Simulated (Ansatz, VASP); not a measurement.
Two plane-wave programs on C

```xyz
8
Lattice="2.5180 0.0000 0.0000 -1.2590 2.1806 0.0000 0.0000 0.0000 8.3045" Properties=species:S:1:pos:R:3 pbc="T T T"
C     0.0000    0.0000    0.0065
C     0.0000    1.4538    2.0701
C     0.0000    0.0000    4.1587
C     1.2590    0.7269    6.2224
C     0.0000    0.0000    1.5506
C     0.0000    1.4538    3.6392
C     0.0000    0.0000    5.7028
C     1.2590    0.7269    7.7914
```

Alike in both runs: task single point; functional PBE; k mesh 9 × 9 × 4; no spin polarisation.

|  | VASP | Ansatz |
| --- | --- | --- |
| version | VASP 6.6.1 | Ansatz 0.2.0 |
| potentials or method | VASP PAW PBE potentials, release 64 (C) | plane waves, PAW |
| plane-wave cutoff (eV) | 520 | 420 |
| occupations | gaussian, width 0.01 eV | fixed |
| valence electrons in the cell | 32 | 32 |

```csv
,VASP,Ansatz,Ansatz less VASP
gap on the k mesh at the Fermi level (eV),4.55,4.56,+0.009
pressure (GPa),0.7,0.0,-0.65
```
